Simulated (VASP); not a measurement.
# HgTe (F-43m) in VASP: notebook, part 2 of 2

VASP 6.6.1.

**3. Single point, r2SCAN0**

This run uses another cell than the first one, of 31.22 Å³/atom.

Input file POSCAR:

```
HgTe
1.0
    0.0000000000      3.1488795465      3.1488795465
    3.1488795465      0.0000000000      3.1488795465
    3.1488795465      3.1488795465      0.0000000000
Hg Te
1 1
Direct
    0.0000000000      0.0000000000      0.0000000000
    0.7500000000      0.7500000000      0.7500000000
```

Input file INCAR.step1:

```
SYSTEM = HgTe
ALGO = Normal ; EDIFF = 1E-5
ENCUT = 520 ; GGA = PE
ISIF = 2 ; ISMEAR = -1
LASPH = .True. ; LREAL = .False.
LWAVE = .True. ; NBANDS = 16
NELM = 60 ; PREC = Accurate
SIGMA = 0.05
```

Input file INCAR.step2:

```
SYSTEM = HgTe
AEXX = 0.25 ; ALGO = Normal
EDIFF = 1E-6 ; ENCUT = 520
ISIF = 2 ; ISMEAR = -1
ISTART = 1 ; LASPH = .True.
LCHARG = .True. ; LELF = .True.
LHFCALC = .True. ; LMIXTAU = .True.
LREAL = .False. ; LVHAR = .True.
LWAVE = .False. ; METAGGA = R2SCAN
NBANDS = 16 ; NELM = 60
PREC = Accurate ; PRECFOCK = Normal
SIGMA = 0.05
```

Input file KPOINTS:

```
k-points
0
Gamma
  4 4 4
  0 0 0
```

Potentials or basis: VASP PAW PBE potentials, release 64 (Hg, Te).

Run with:

```sh
> cat potpaw_PBE.64/Hg/POTCAR potpaw_PBE.64/Te/POTCAR > POTCAR
> cp INCAR.step1 INCAR
> mpirun -np 1 vasp_std > vasp.out
> cp INCAR.step2 INCAR
> mpirun -np 1 vasp_std > vasp.out
```

OUTCAR:

```text
SYSTEM = HgTe
   AEXX = 0.25
   EDIFF = 1E-6
   ENCUT = 520
   ISIF = 2
   ISMEAR = -1
   ISTART = 1
   LASPH = .True.
   LHFCALC = .True.
   LREAL = .False.
   METAGGA = R2SCAN
   NELM = 60
   PREC = Accurate
   PRECFOCK = Normal

 ion  position               nearest neighbor table
   1  0.000  0.000  0.000-   2 2.73   2 2.73   2 2.73   2 2.73
   2  0.750  0.750  0.750-   1 2.73   1 2.73   1 2.73   1 2.73

  LATTYP: Found a face centered cubic cell.
 ALAT       =     6.2977590930

  Lattice vectors:
[... 328 lines left out ...]

------------------------ aborting loop because EDIFF is reached ----------------------------------------

  FORCE on cell =-STRESS in cart. coord.  units (eV):
  Direction    XX          YY          ZZ          XY          YZ          ZX
  --------------------------------------------------------------------------------------
  -------------------------------------------------------------------------------------
  Total        2.3948662      2.3948662      2.3948662      0.0000000      0.0000000     -0.0000000
  in kB       61.4460114     61.4460114     61.4460114      0.0000000      0.0000000     -0.0000000
  external PRESSURE =      61.4460114 kB  Pullay stress =       0.0000000 kB

 VOLUME and BASIS-vectors are now :
 -----------------------------------------------------------------------------
  energy-cutoff  :      520.00
  volume of cell :       62.45
      direct lattice vectors                 reciprocal lattice vectors
     0.000000000  3.148879546  3.148879546    -0.158786639  0.158786639  0.158786639
     3.148879546  0.000000000  3.148879546     0.158786639 -0.158786639  0.158786639
     3.148879546  3.148879546  0.000000000     0.158786639  0.158786639 -0.158786639

 POSITION                                       TOTAL-FORCE (eV/Angst)
 -----------------------------------------------------------------------------------
      0.00000      0.00000      0.00000        -0.000000     -0.000000     -0.000000
      4.72332      4.72332      4.72332         0.000000      0.000000      0.000000
 -----------------------------------------------------------------------------------
    total drift:                                0.000051      0.000065      0.000043

  FREE ENERGIE OF THE ION-ELECTRON SYSTEM (eV)
  ---------------------------------------------------
  free  energy   TOTEN  =       -59.2405462790 eV

  energy  without entropy=      -59.2405447917  energy(sigma->0) =      -59.24054554
```

OUTCAR.step1:

```text
SYSTEM = HgTe
   EDIFF = 1E-5
   ENCUT = 520
   GGA = PE
   ISIF = 2
   ISMEAR = -1
   LASPH = .True.
[... 354 lines left out ...]
      0.00000      0.00000      0.00000         0.000000      0.000000      0.000000
      4.72332      4.72332      4.72332        -0.000000     -0.000000     -0.000000
 -----------------------------------------------------------------------------------
    total drift:                                0.000000      0.000000      0.000000

  FREE ENERGIE OF THE ION-ELECTRON SYSTEM (eV)
  ---------------------------------------------------
  free  energy   TOTEN  =        -3.2857630037 eV

  energy  without entropy=       -3.2827785301  energy(sigma->0) =       -3.28427077
```

It took 8.3 min on 1 thread of Intel Xeon Platinum 8488C (Sapphire Rapids), shared host; peak memory 0.22 GiB.

What came out:

```yaml
Free_energy: -59.2405 eV
Pressure: 6.1 GPa
Band_gap_on_the_k_mesh: 1.07 eV
```

Caveat: the k points lie up to 0.43 Å⁻¹ apart; the PAW data sets were made with another functional, which shifts forces and pressure a little; spin-orbit coupling is left out, which moves the levels of the heavy elements.
